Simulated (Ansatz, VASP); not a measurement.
## One calculation of Pb, two programs

File INCAR:

```
SYSTEM = Pb
PREC     = Accurate       ! precision mode
ENCUT    = 400            ! plane-wave cutoff, eV
EDIFF    = 1E-8           ! SCF threshold, eV
ISMEAR   = -1             ! smearing method
SIGMA    = 0.08           ! smearing width, eV
LREAL    = .FALSE.        ! projectors in reciprocal space
LASPH    = .TRUE.         ! aspherical terms in the spheres
NELM     = 120            ! most SCF steps
ALGO     = Normal         ! electronic algorithm
ISIF     = 2              ! what is computed and relaxed
LWAVE    = .FALSE.        ! write WAVECAR
LCHARG   = .FALSE.        ! write CHGCAR
GGA      = PS             ! functional
LEFG     = .TRUE.       
NBANDS   = 13             ! bands
GGA_COMPAT= .FALSE.
```

KPOINTS

```
regular mesh
0
G
  6 6 6
  0 0 0
```

POSCAR

```
Pb
1.0
   -1.9796595667      1.9796595667      1.9796595667
    1.9796595667     -1.9796595667      1.9796595667
    1.9796595667      1.9796595667     -1.9796595667
Pb
1
Direct
    0.0000000000      0.0000000000      0.0000000000
```

Input for Ansatz:

```yaml
crystal:
  lattice:
    - [-1.9796595667, 1.9796595667, 1.9796595667]
    - [1.9796595667, -1.9796595667, 1.9796595667]
    - [1.9796595667, 1.9796595667, -1.9796595667]
  atoms:
    - { symbol: Pb, position: [0.0, 0.0, 0.0] }
kpoints:
  mp_grid: { grid: [6, 6, 6] }
scf:
  occupations: { method: fermi_dirac, width: 0.08 }
hamiltonian:
  xc: pbesol
  pseudopotentials: { kind: paw }
output:
  forces: true
  stress: true
  eigenvalues: true
  efg: { contact_densities: true }
```

Alike in both runs: task electric field gradients; functional PBEsol; k mesh 6 × 6 × 6; occupations fermi-dirac, width 0.08 eV; no spin polarisation.

|  | VASP | Ansatz |
| --- | --- | --- |
| version | VASP 6.6.1 | Ansatz 0.2.0 |
| potentials or method | VASP PAW PBE potentials, release 64 (Pb_d) | PAW with Ansatz's default frozen-core files, scalar-relativistic |
| plane-wave cutoff (eV) | 400 | 420 |
| valence electrons in the cell | 14 | 14 |

VASP gave:

```
pressure (GPa) : -1.9
```

Problem. Which values does Ansatz return?

Solution. Pressure (GPa): -1.8.

VASP's potentials were made for PBE, not for PBEsol.

The k mesh is coarse, so the values compare programs but aren't converged. Spin-orbit coupling is off throughout.
